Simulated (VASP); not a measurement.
# Ga (P6_3/mmc) in VASP: relaxation of cell and atoms with LDA

Aim: the relaxation of cell and atoms of Ga with LDA.

Everything below comes from runs of VASP 6.6.1. Logs are shortened: lines on timing, memory, paths and dates and some standing lists are left out, and cuts for length are marked.

### 1 The cell of the first run

Symmetry: P6_3/mmc, No. 194, hexagonal system. The conventional cell has a = 2.656 Å, b = 2.656 Å, c = 4.397 Å, α = 90.00°, β = 90.00°, γ = 120.00°. Ga (site symmetry -6m2) has 12 Ga at 2.66 to 2.68 Å within 3.5 Å.

### 2 Relaxation of cell and atoms, LDA, target pressure 29 GPa, at which the enthalpy is minimised

INCAR

```
PREC     = Accurate       # precision mode
ENCUT    = 600            # plane-wave cutoff, eV
EDIFF    = 1E-6           # SCF threshold, eV
ISMEAR   = -1             # smearing method
SIGMA    = 0.08           # smearing width, eV
LREAL    = False          # projectors in reciprocal space
LASPH    = True           # aspherical terms in the spheres
NELM     = 100            # most SCF steps
ALGO     = Normal         # electronic algorithm
ISIF     = 3              # what is computed and relaxed
LWAVE    = False          # write WAVECAR
LCHARG   = False          # write CHGCAR
GGA      = CA             # functional
IBRION   = 2              # ionic algorithm
NSW      = 32             # ionic steps
EDIFFG   = -0.005         # ionic threshold
PSTRESS  = 290.0
```

KPOINTS

```
Automatic mesh
0
Gamma
  16 16 9
```

POSCAR

```
Ga
1.0
    2.6558761293      0.0000000000      0.0000000000
   -1.3279380646      2.3000561973      0.0000000000
    0.0000000000      0.0000000000      4.3969558429
Ga
2
Direct
    0.3333333333      0.6666666667      0.2500000000
    0.6666666667      0.3333333333      0.7500000000
```

Potentials or basis: VASP PAW LDA potentials, release 64 (Ga_d).

On the command line:

```console
cat potpaw_LDA.64/Ga_d/POTCAR > POTCAR
mpirun -np 1 vasp_std > vasp.out
```

OUTCAR:

```text
PREC = Accurate
   ENCUT = 600
   EDIFF = 1E-6
   ISMEAR = -1
   LREAL = False
   LASPH = True
   NELM = 100
   ISIF = 3
   GGA = CA
   IBRION = 2
   NSW = 32
   EDIFFG = -0.005
   PSTRESS = 290.0

 ion  position               nearest neighbor table
   1  0.333  0.667  0.250-   2 2.68   2 2.68   2 2.68   2 2.68   2 2.68   2 2.68
   2  0.667  0.333  0.750-   1 2.68   1 2.68   1 2.68   1 2.68   1 2.68   1 2.68

  LATTYP: Found a hexagonal cell.
 ALAT       =     2.6558761293
 C/A-ratio  =     1.6555575745

  Lattice vectors:

 A1 = (   2.6558761293,   0.0000000000,   0.0000000000)
 A2 = (  -1.3279380646,   2.3000561973,   0.0000000000)
 A3 = (   0.0000000000,   0.0000000000,   4.3969558429)

Analysis of symmetry for initial positions (statically):
=====================================================================
 Subroutine PRICEL returns:
 Original cell was already a primitive cell.

 Routine SETGRP: Setting up the symmetry group for a
 hexagonal supercell.

 Subroutine GETGRP returns: Found 24 space group operations
 (whereof 12 operations were pure point group operations)
 out of a pool of 24 trial point group operations.

The static configuration has the point symmetry D_3d.
 The point group associated with its full space group is D_6h.

Analysis of symmetry for dynamics (positions and initial velocities):
=====================================================================
 Subroutine PRICEL returns:
 Original cell was already a primitive cell.

 Routine SETGRP: Setting up the symmetry group for a
 hexagonal supercell.

 Subroutine GETGRP returns: Found 24 space group operations
 (whereof 12 operations were pure point group operations)
 out of a pool of 24 trial point group operations.

The dynamic configuration has the point symmetry D_3d.
 The point group associated with its full space group is D_6h.

 Subroutine INISYM returns: Found 24 space group operations
 (whereof 12 operations are pure point group operations),
 and found     1 'primitive' translations

----------------------------------------------------------------------------------------

                                     Primitive cell

  volume of cell :      26.8595

  direct lattice vectors                    reciprocal lattice vectors
     2.655876129  0.000000000  0.000000000     0.376523584  0.217385993  0.000000000
    -1.327938065  2.300056197  0.000000000     0.000000000  0.434771986  0.000000000
     0.000000000  0.000000000  4.396955843     0.000000000  0.000000000  0.227430076

  length of vectors
     2.655876129  2.655876129  4.396955843     0.434771986  0.434771986  0.227430076

  position of ions in fractional coordinates (direct lattice)
     0.333333333  0.666666667  0.250000000
     0.666666667  0.333333333  0.750000000

  ion indices of the primitive-cell ions
   primitive index   ion index
                 1           1
                 2           2

----------------------------------------------------------------------------------------

 KPOINTS: Automatic mesh

Automatic generation of k-mesh.
 Grid dimensions read from file:
 generate k-points for:   16   16    9

 Generating k-lattice:

  Cartesian coordinates                     Fractional coordinates (reciprocal lattice)
     0.023532724  0.013586625  0.000000000     0.062500000 -0.000000000  0.000000000
     0.000000000  0.027173249  0.000000000     0.000000000  0.062500000  0.000000000
     0.000000000  0.000000000  0.025270008     0.000000000  0.000000000  0.111111111

  Length of vectors
     0.027173249  0.027173249  0.025270008

  Shift w.r.t. Gamma in fractional coordinates (k-lattice)
     0.000000000  0.000000000  0.000000000

 Subroutine IBZKPT returns following result:
 ===========================================

 Found    150 irreducible k-points:

 Following reciprocal coordinates:
            Coordinates               Weight
  0.000000  0.000000  0.000000      1.000000
  0.062500 -0.000000  0.000000      6.000000
  0.125000 -0.000000  0.000000      6.000000
  0.187500 -0.000000  0.000000      6.000000
  0.250000 -0.000000  0.000000      6.000000
  0.312500 -0.000000  0.000000      6.000000
[... 16 lines left out ...]
  0.187500  0.187500  0.000000      6.000000
  0.250000  0.187500  0.000000     12.000000
 [... further k-points ...]
   k-points           NKPTS =    150   k-points in BZ     NKDIM =    150   number of bands    NBANDS=     17
   number of dos      NEDOS =    301   number of ions     NIONS =      2
   total plane-waves  NPLWV =  20736
   dimension x,y,z NGX =    24 NGY =   24 NGZ =   36
   dimension x,y,z NGXF=    48 NGYF=   48 NGZF=   72
   ions per type =               2
   NGX,Y,Z   is equivalent  to a cutoff of  15.02, 15.02, 13.61 a.u.
   NGXF,Y,Z  is equivalent  to a cutoff of  30.05, 30.05, 27.22 a.u.
 SYSTEM =  unknown system
   PREC   = accura    normal or accurate (medium, high low for compatibility)
   ISTART =      0    job   : 0-new  1-cont  2-samecut
   ICHARG =      2    charge: 1-file 2-atom 10-const
   ISPIN  =      1    spin polarized calculation?
   LNONCOLLINEAR =      F non collinear calculations
   LSORBIT =      F    spin-orbit coupling
   LASPH  =      T    aspherical Exc in radial PAW
   ENCUT  =  600.0 eV  44.10 Ry    6.64 a.u.   5.30  5.30  8.78*2*pi/ulx,y,z
   NELM   =    100;   NELMIN=  2; NELMDL= -5     # of ELM steps
   EDIFF  = 0.1E-05   stopping-criterion for ELM
   LREAL  =      F    real-space projection
   EDIFFG = -.5E-02   stopping-criterion for IOM
   NSW    =     32    number of steps for IOM
   IBRION =      2    ionic relax: 0-MD 1-quasi-New 2-CG
   NFREE  =      1    steps in history (QN), initial steepest desc. (CG)
   ISIF   =      3    stress and relaxation
   ISYM   =      2    0-nonsym 1-usesym 2-fastsym
   POTIM  = 0.5000    time-step for ionic-motion
   TEBEG  =    0.0;   TEEND  =   0.0 temperature during run
   PSTRESS=  290.0 pullay stress
   NELECT =      26.0000    total number of electrons
   NUPDOWN=      -1.0000    fix difference up-down
   EMIN   =  10.00;   EMAX   =-10.00  energy-range for DOS
   EFERMI =   0.00;   METHOD = LEGACY
   ISMEAR =    -1;   SIGMA  =   0.08  broadening in eV -4-tet -1-fermi 0-gaus
   EFERMI_NEDOS =   21; number of points for ismear=-14 and -15
   IALGO  =     38    algorithm
   IMIX   =      4    mixing-type and parameters
     AMIX     =   0.40;   BMIX     =  1.00
     AMIX_MAG =   1.60;   BMIX_MAG =  1.00
  volume/ion in A,a.u.               =      13.43        90.63
  Fermi-wavevector in a.u.,A,eV,Ry     =   1.619446  3.060309 35.682715  2.622606
  Thomas-Fermi vector in A             =   2.713546
   LORBIT       =      0    0 simple, 1 ext, 2 COOP (PROOUT), +10 PAW based schemes
   GGA     = CA    functional components
   LHFCALC =     F    Hartree Fock is set to
   AEXX    =    0.0000 exact exchange contribution
   IVDW    =     0    specifies the selected vdW correction
   LEPSILON=     F    determine dielectric tensor
   LRPA    =     F    only Hartree local field effects (RPA)
 conjugate gradient relaxation of ions
 non-spin polarized calculation
  energy-cutoff  :      600.00
  volume of cell :       26.86
 maximum number of plane-waves:       907
 NGX is ok and might be reduce to    24
   NGX = 11   NGY = 11   NGZ = 17

--------------------------------------- Ionic step        1  -------------------------------------------

 number of electron      25.9999998 magnetization

 Free energy of the ion-electron system (eV)
  ---------------------------------------------------
  ext. energy  EPLUGINS =         0.00000000
  ---------------------------------------------------
  free energy    TOTEN  =        -6.55950200 eV

  energy without entropy =       -6.54799840  energy(sigma->0) =       -6.55375020

------------------------ aborting loop because EDIFF is reached ----------------------------------------

  FORCE on cell =-STRESS in cart. coord.  units (eV):
  Direction    XX          YY          ZZ          XY          YZ          ZX
  --------------------------------------------------------------------------------------
  -------------------------------------------------------------------------------------
  Total        4.8963902      4.8963902      4.8942512      0.0000000      0.0000000      0.0000000
  in kB      292.0708615    292.0708615    291.9432726      0.0000000      0.0000000      0.0000000
  external PRESSURE =       2.0283319 kB  Pullay stress =     290.0000000 kB
[... 61 lines left out ...]
  enthalpy is  TOTEN    =        -1.6979124405 eV   P V=        4.8736460965

--------------------------------------- Ionic step        3  -------------------------------------------

 number of electron      25.9999999 magnetization

 Free energy of the ion-electron system (eV)
  ---------------------------------------------------
  ext. energy  EPLUGINS =         0.00000000
  ---------------------------------------------------
  free energy    TOTEN  =        -6.57051238 eV

  energy without entropy =       -6.55900486  energy(sigma->0) =       -6.56475862

 E-fermi :   9.1225     XC(G=0): -13.1692

 val. band max:        9.0983547813   @ k =   0.2500  -0.0000   0.2222
 cond. band min:       9.1431188423   @ k =   0.3125   0.1875   0.0000
 fundamental gap:      0.0447640610
 Fermi energy:         9.1224559518

 k-point     1 :       0.0000    0.0000    0.0000
  band No.  band energies     occupation
      1      -6.7702      2.00000
      2      -6.4976      2.00000
      3      -6.4466      2.00000
      4      -6.4466      2.00000
      5      -6.3936      2.00000
      6      -6.3936      2.00000
[... 9 lines left out ...]
     16      24.2523      0.00000
     17      24.2523      0.00000
[... 443 lines left out ...]
      1      -6.6575      2.00000
      2      -6.6372      2.00000
      3      -6.5714      2.00000
      4      -6.4563      2.00000
      5      -6.3294      2.00000
      6      -6.2861      2.00000
[... 9 lines left out ...]
     16      16.1381      0.00000
     17      16.8007      0.00000

 [... further k-points ...]

------------------------ aborting loop because EDIFF is reached ----------------------------------------

  FORCE on cell =-STRESS in cart. coord.  units (eV):
  Direction    XX          YY          ZZ          XY          YZ          ZX
  --------------------------------------------------------------------------------------
  -------------------------------------------------------------------------------------
  Total        4.8752352      4.8752352      4.8730100      0.0000000     -0.0000000      0.0000000
  in kB      290.1568602    290.1568602    290.0244219      0.0000000     -0.0000000      0.0000000
  external PRESSURE =       0.1127141 kB  Pullay stress =     290.0000000 kB
[... 17 lines left out ...]
  FREE ENERGIE OF THE ION-ELECTRON SYSTEM (eV)
  ---------------------------------------------------
  free  energy   TOTEN  =        -6.5705123844 eV

  energy  without entropy=       -6.5590048580  energy(sigma->0) =       -6.56475862

  enthalpy is  TOTEN    =        -1.6979127139 eV   P V=        4.8725996705

 reached required accuracy - stopping structural energy minimisation
```

Run time: 66 s. Hardware: 1 thread of Intel Xeon 6975P-C, shared host; peak memory 0.2 GiB.

Results:

* Free energy: -6.5705 eV
* Relaxed volume: 13.46 Å³/atom
* Relaxed cell: a = 2.658 Å, b = 2.658 Å, c = 4.400 Å, α = 90.00°, β = 90.00°, γ = 120.00°
* Space group after relaxing (to 0.05 Å): P6_3/mmc (No. 194)
* Energy change on relaxing (the enthalpy is what falls): -5.5 meV/atom
* Ionic steps: 3
* Pressure after relaxing: 29.0 GPa
* Band gap on the k mesh: zero (band 13 reaches 13.55 eV, above the bottom of band 14 at 5.53 eV)

Step by step:
| step | energy change (eV) | largest force (eV/Å) | pressure (GPa) | volume (Å³) |
| --- | --- | --- | --- | --- |
| 1 | 0.0000 | 0.0000 | 29.20 | 26.86 |
| 2 | -0.0121 | 0.0000 | 28.90 | 26.93 |
| 3 | -0.0110 | 0.0000 | 29.01 | 26.92 |

Final structure:
```cif
data_structure
_symmetry_space_group_name_H-M 'P 1'
_symmetry_Int_Tables_number 1
_cell_length_a 2.6579
_cell_length_b 2.6579
_cell_length_c 4.4001
_cell_angle_alpha 90.000
_cell_angle_beta 90.000
_cell_angle_gamma 120.000
_cell_volume 26.92
loop_
_atom_site_label
_atom_site_type_symbol
_atom_site_fract_x
_atom_site_fract_y
_atom_site_fract_z
_atom_site_occupancy
Ga1 Ga 0.33333 0.66667 0.25000 1
Ga2 Ga 0.66667 0.33333 0.75000 1
```

Caveat: the cell is relaxed towards a set pressure, so the enthalpy falls and the energy may rise.
